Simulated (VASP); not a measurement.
Set up this calculation in VASP 6.6.1, as the native input.

| Quantity | Value |
| --- | --- |
| Task | single point |
| Functional | PBEsol |
| Potentials or basis | VASP PAW PBE potentials, release 64 (Pb_d) |
| Cutoff | 520 eV |
| k mesh | 12 × 12 × 8 |
| Occupations | fermi-dirac, width 0.1 eV |
| Spin | no spin polarisation |
| Dipole correction | no |
| Further INCAR settings | ALGO = Normal; EDIFF = 1e-07; NBANDS = 21 |

The structure of Pb lies in POSCAR:

```
Pb
1.0
   -3.1814103027      3.1292192471      1.7146582842
    3.1292192471     -3.1814103027      1.7146582842
    3.2570717937      3.2570717937     -1.8102462983
Pb
2
Direct
    0.9976815058      0.0023184942      0.0000000000
    0.7523184942      0.2476815058      0.5000000000
```

This cell differs from its parent crystal: volume scaled by 1.12.

One way to write it, as run:

INCAR

```
SYSTEM = Pb
ALGO = Normal ; EDIFF = 1E-7
ENCUT = 520 ; GGA = PS
ISIF = 2 ; ISMEAR = -1
LASPH = .TRUE. ; LCHARG = .FALSE.
LREAL = .FALSE. ; LWAVE = .FALSE.
NBANDS = 21 ; NELM = 60
PREC = Accurate ; SIGMA = 0.1
```

KPOINTS

```
k-points
0
G
  12 12 8
  0 0 0
```

Potentials or basis: VASP PAW PBE potentials, release 64 (Pb_d).

Command:

```console
$ cat potpaw_PBE.64/Pb_d/POTCAR > POTCAR
$ mpirun -np 1 vasp_std > vasp.out
```

It gave:

```json
{
 "Pressure": "-3.8 GPa",
 "Largest force": "0.033 eV/Å",
 "Band gap on the k mesh": "zero (band 14 reaches 6.52 eV, above the bottom of band 15 at 3.61 eV)"
}
```

Caveat: the PAW data sets were made with another functional, which shifts forces and pressure a little; spin-orbit coupling is left out, which moves the levels of the heavy elements.

Run time: 3.5 min on 1 thread of AMD EPYC 9R45 96-Core Processor (Zen 5), with other jobs on the host, peak memory 0.46 GiB.
